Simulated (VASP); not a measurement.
# C (Fm-3m) in VASP: density of states with PBE

Aim: the density of states of C with PBE.

All numbers are computed with VASP 6.6.1; they aren't measurements. Logs are shortened: lines on timing, memory, paths and dates and some standing lists are left out, and cuts for length are marked.

## Step 1: The cell of the first run

It takes space group Fm-3m (No. 225, cubic). Conventional cell: a = 2.270 Å, b = 2.270 Å, c = 2.270 Å, α = 90.00°, β = 90.00°, γ = 90.00°. C (site symmetry m-3m) has 12 C at 1.61 Å within 2.1 Å.

## Step 2: Density of states, PBE (volume scaled by 0.4)

Contents of POSCAR:

```
C
1.0
    0.0000000000      1.1351350294      1.1351350294
    1.1351350294      0.0000000000      1.1351350294
    1.1351350294      1.1351350294      0.0000000000
C
1
Direct
    0.0000000000      0.0000000000      0.0000000000
```

Contents of INCAR.step1:

```
SYSTEM = C
ALGO = Normal
EDIFF = 1E-6
ENCUT = 520
GGA = PE
ISIF = 2
ISMEAR = -1
LASPH = .TRUE.
LCHARG = .TRUE.
LREAL = .FALSE.
LWAVE = .FALSE.
NBANDS = 8
NELM = 60
PREC = Accurate
SIGMA = 0.1
```

Contents of KPOINTS.step1:

```
k-points
0
G
  22 22 22
  0 0 0
```

Contents of INCAR.step2:

```
SYSTEM = C
ALGO = Normal
EDIFF = 1E-6
ENCUT = 520
GGA = PE
ICHARG = 11
ISIF = 2
ISMEAR = -5
LASPH = .TRUE.
LCHARG = .FALSE.
LORBIT = 11
LREAL = .FALSE.
LWAVE = .FALSE.
NEDOS = 2001
NELM = 60
PREC = Accurate
SIGMA = 0.1
```

Contents of KPOINTS.step2:

```
k-points
0
G
  33 33 33
  0 0 0
```

Potentials or basis: VASP PAW PBE potentials, release 64 (C).

Started as:

```
$ cat potpaw_PBE.64/C/POTCAR > POTCAR
$ cp INCAR.step1 INCAR
$ cp KPOINTS.step1 KPOINTS
$ mpirun -np 1 vasp_std > vasp.out
$ cp INCAR.step2 INCAR
$ cp KPOINTS.step2 KPOINTS
$ mpirun -np 1 vasp_std > vasp.out
```

OUTCAR:

```text
SYSTEM = C
   EDIFF = 1E-6
   ENCUT = 520
   GGA = PE
   ICHARG = 11
   ISIF = 2
   ISMEAR = -5
   LASPH = .TRUE.
   LORBIT = 11
   LREAL = .FALSE.
   NELM = 60
   PREC = Accurate

 ion  position               nearest neighbor table
   1  0.000  0.000  0.000-

  LATTYP: Found a face centered cubic cell.
 ALAT       =     2.2702700588

  Lattice vectors:

 A1 = (   0.0000000000,   1.1351350294,   1.1351350294)
 A2 = (   1.1351350294,   0.0000000000,   1.1351350294)
 A3 = (   1.1351350294,   1.1351350294,   0.0000000000)

Analysis of symmetry for initial positions (statically):
=====================================================================
 Subroutine PRICEL returns:
 Original cell was already a primitive cell.

 Routine SETGRP: Setting up the symmetry group for a
 face centered cubic supercell.

 Subroutine GETGRP returns: Found 48 space group operations
 (whereof 48 operations were pure point group operations)
 out of a pool of 48 trial point group operations.

The static configuration has the point symmetry O_h .

Analysis of symmetry for dynamics (positions and initial velocities):
=====================================================================
 Subroutine PRICEL returns:
 Original cell was already a primitive cell.

 Routine SETGRP: Setting up the symmetry group for a
 face centered cubic supercell.

 Subroutine GETGRP returns: Found 48 space group operations
 (whereof 48 operations were pure point group operations)
 out of a pool of 48 trial point group operations.

The dynamic configuration has the point symmetry O_h .

 Subroutine INISYM returns: Found 48 space group operations
 (whereof 48 operations are pure point group operations),
 and found     1 'primitive' translations

----------------------------------------------------------------------------------------

                                     Primitive cell

  volume of cell :       2.9253

  direct lattice vectors                    reciprocal lattice vectors
     0.000000000  1.135135029  1.135135029    -0.440476232  0.440476232  0.440476232
     1.135135029  0.000000000  1.135135029     0.440476232 -0.440476232  0.440476232
     1.135135029  1.135135029  0.000000000     0.440476232  0.440476232 -0.440476232

  length of vectors
[... 75 lines left out ...]
   ICHARG =     11    charge: 1-file 2-atom 10-const
   ISPIN  =      1    spin polarized calculation?
   LNONCOLLINEAR =      F non collinear calculations
   LSORBIT =      F    spin-orbit coupling
   LASPH  =      T    aspherical Exc in radial PAW
   ENCUT  =  520.0 eV  38.22 Ry    6.18 a.u.   2.98  2.98  2.98*2*pi/ulx,y,z
   NELM   =     60;   NELMIN=  2; NELMDL=  0     # of ELM steps
   EDIFF  = 0.1E-05   stopping-criterion for ELM
   LREAL  =      F    real-space projection
   EDIFFG = 0.1E-04   stopping-criterion for IOM
   NSW    =      0    number of steps for IOM
   IBRION =     -1    ionic relax: 0-MD 1-quasi-New 2-CG
   NFREE  =      0    steps in history (QN), initial steepest desc. (CG)
   ISIF   =      2    stress and relaxation
   ISYM   =      2    0-nonsym 1-usesym 2-fastsym
   POTIM  = 0.5000    time-step for ionic-motion
   TEBEG  =    0.0;   TEEND  =   0.0 temperature during run
   PSTRESS=    0.0 pullay stress
   NELECT =       4.0000    total number of electrons
   NUPDOWN=      -1.0000    fix difference up-down
   EMIN   =  10.00;   EMAX   =-10.00  energy-range for DOS
   EFERMI =   0.00;   METHOD = LEGACY
   ISMEAR =    -5;   SIGMA  =   0.10  broadening in eV -4-tet -1-fermi 0-gaus
   EFERMI_NEDOS =   21; number of points for ismear=-14 and -15
   IALGO  =     38    algorithm
   IMIX   =      4    mixing-type and parameters
     AMIX     =   0.40;   BMIX     =  1.00
     AMIX_MAG =   1.60;   BMIX_MAG =  1.00
  volume/ion in A,a.u.               =       2.93        19.74
  Fermi-wavevector in a.u.,A,eV,Ry     =   1.817066  3.433756 44.922735  3.301728
  Thomas-Fermi vector in A             =   2.874347
   LORBIT       =     11    0 simple, 1 ext, 2 COOP (PROOUT), +10 PAW based schemes
   GGA     = PE    functional components
   LHFCALC =     F    Hartree Fock is set to
   AEXX    =    0.0000 exact exchange contribution
   IVDW    =     0    specifies the selected vdW correction
   LEPSILON=     F    determine dielectric tensor
   LRPA    =     F    only Hartree local field effects (RPA)
 non-spin polarized calculation
 Fermi weights with tetrahedron method with Bloechl corrections
  energy-cutoff  :      520.00
  volume of cell :        2.93
 maximum number of plane-waves:        86

 number of electron       3.9999999 magnetization

 Free energy of the ion-electron system (eV)
  ---------------------------------------------------
  ext. energy  EPLUGINS =         0.00000000
  ---------------------------------------------------
  free energy    TOTEN  =         0.13761405 eV

  energy without entropy =        0.13761405  energy(sigma->0) =        0.13761405

 E-fermi :  26.2826     XC(G=0): -17.4978

 val. band max:       26.2638320919   @ k =   0.3939   0.3939   0.0000
 cond. band min:      26.0475325395   @ k =   0.4848   0.3939   0.0909
 fundamental gap:     -0.2162995524
 Fermi energy:        26.2825898365

 k-point     1 :       0.0000    0.0000    0.0000
  band No.  band energies     occupation
      1     -10.5255      2.00000
      2      44.0665      0.00000
      3      44.0665      0.00000
      4      44.0665      0.00000
      5      71.3891      0.00000
      6      71.3891      0.00000
[... 199 lines left out ...]
 k-point    24 :       0.2121    0.0303    0.0000
  band No.  band energies     occupation
      1      -7.7231      2.00000
      2      33.0405      0.00000
      3      41.1335      0.00000
      4      42.5637      0.00000
      5      66.0167      0.00000
      6      72.5396      0.00000

 [... further k-points ...]
[... 5 lines left out ...]
  --------------------------------------------------------------------------------------
  -------------------------------------------------------------------------------------
  Total       13.3463150     13.3463150     13.3463150      0.0000000      0.0000000     -0.0000000
  in kB     7309.6970680   7309.6970680   7309.6970680      0.0000000      0.0000000     -0.0000000
  external PRESSURE =    7309.6970680 kB  Pullay stress =       0.0000000 kB

 VOLUME and BASIS-vectors are now :
 -----------------------------------------------------------------------------
  energy-cutoff  :      520.00
  volume of cell :        2.93
      direct lattice vectors                 reciprocal lattice vectors
     0.000000000  1.135135029  1.135135029    -0.440476232  0.440476232  0.440476232
     1.135135029  0.000000000  1.135135029     0.440476232 -0.440476232  0.440476232
     1.135135029  1.135135029  0.000000000     0.440476232  0.440476232 -0.440476232

 POSITION                                       TOTAL-FORCE (eV/Angst)
 -----------------------------------------------------------------------------------
      0.00000      0.00000      0.00000         0.000000     -0.000000      0.000000
 -----------------------------------------------------------------------------------
    total drift:                                0.000000     -0.000000      0.000000

  FREE ENERGIE OF THE ION-ELECTRON SYSTEM (eV)
  ---------------------------------------------------
  free  energy   TOTEN  =         0.1376140524 eV

  energy  without entropy=        0.1376140524  energy(sigma->0) =        0.13761405

 total charge

# of ion       s       p       d       tot
------------------------------------------
    1        0.938   1.863   0.000   2.801
```

Wall time 13 s (1 thread of Intel Xeon Platinum 8259CL at 2.50GHz (Skylake/Cascade Lake), shared host); peak memory 0.12 GiB.

Results:

```
Valence electrons inside the program's atomic spheres : C 2.80
```

Levels at points of the mesh, in eV from the Fermi level:
```csv
k point,band 1,band 2,band 3,band 4,band 5
"(0.00, 0.00, 0.00)",-36.81,17.78,17.78,17.78,45.11
```

Caveat: tetrahedron occupations give inexact forces and stress in metals.
